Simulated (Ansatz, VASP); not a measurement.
Two plane-wave programs on Ca3Si2N

```
Ca Si N
1.0
     0.00000    4.42193    5.00792
     2.56489    0.00000    5.00792
     2.56489    4.42193    0.00000
Ca Si N
3 2 1
Cartesian
  2.5649 5.9162 5.0079
  2.5649 2.9276 5.0079
  0.0000 0.0000 0.0000
  1.2824 0.0000 2.5040
  1.2824 4.4219 2.5040
  2.5649 4.4219 5.0079
```

Alike in both runs: task single point; functional PBE; k mesh 4 × 4 × 4; occupations gaussian, width 0.1 eV; collinear spin.

|  | VASP | Ansatz |
| --- | --- | --- |
| version | VASP 6.6.1 | Ansatz 0.2.0 |
| potentials or method | VASP PAW PBE potentials, release 64 (Ca_sv, Si, N), cutoff 520 eV | scalar-relativistic, plane waves, PAW |
| valence electrons in the cell | 43 | 43 |

```tsv
	VASP	Ansatz	Ansatz less VASP
gap on the k mesh at the Fermi level (eV)	none	none	-
rms of the force components (eV/Å)	6.991	6.322	-0.6691
net moment per atom (μB)	0.00	0.00	0.000
```

Atom by atom the forces differ by 0.669 eV/Å (rms over components). A gap of «none» marks a metal or a gap that the smearing closes. Ansatz's warnings: seeded moment not kept.

The k mesh is coarse, so the values compare programs but aren't converged.
